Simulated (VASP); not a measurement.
Write the native input for VASP 6.6.1 that does the following.

- Task: single point
- Functional: LDA
- Potentials or basis: VASP PAW LDA potentials, release 64 (Sc_sv)
- Cutoff: 520 eV
- k mesh: 13 × 13 × 7
- Occupations: fermi-dirac, width 0.03 eV
- Spin: no spin polarisation
- Dipole correction: no
- Further INCAR settings: ALGO = Normal; EDIFF = 1e-07; NBANDS = 18

The structure of Sc lies in POSCAR:

```
Sc
1.0
    3.3307111048      0.0000000000      0.0000000000
   -1.6653555523      2.8844804293      0.0000000000
    0.0000000000      0.0000000000      5.3028884340
Sc
2
Direct
    0.3333333333      0.6666666667      0.2500000000
    0.6666666667      0.3333333333      0.7500000000
```

This cell differs from its parent crystal: volume scaled by 1.02.

One way to write it, as run:

INCAR

```
PREC = Accurate ; ENCUT = 520
EDIFF = 1E-7 ; ISMEAR = -1
SIGMA = 0.03 ; LREAL = F
LASPH = T ; NELM = 80
ALGO = Normal ; ISIF = 2
LWAVE = F ; LCHARG = F
NBANDS = 18
```

KPOINTS

```
regular mesh
0
Gamma
  13 13 7
```

Potentials or basis: VASP PAW LDA potentials, release 64 (Sc_sv).

The run is started by

```console
$ cat potpaw_LDA.64/Sc_sv/POTCAR > POTCAR
$ mpirun -np 1 vasp_std > vasp.out
```

It gave:

```json
{
 "Pressure": "-6.1 GPa",
 "Band gap on the k mesh": "zero (band 11 reaches 3.97 eV, above the bottom of band 12 at 2.82 eV)"
}
```

It took 41 s on 1 thread of Intel(R) Xeon(R) Platinum 8488C (Sapphire Rapids), on a shared host, peak memory 0.19 GiB.
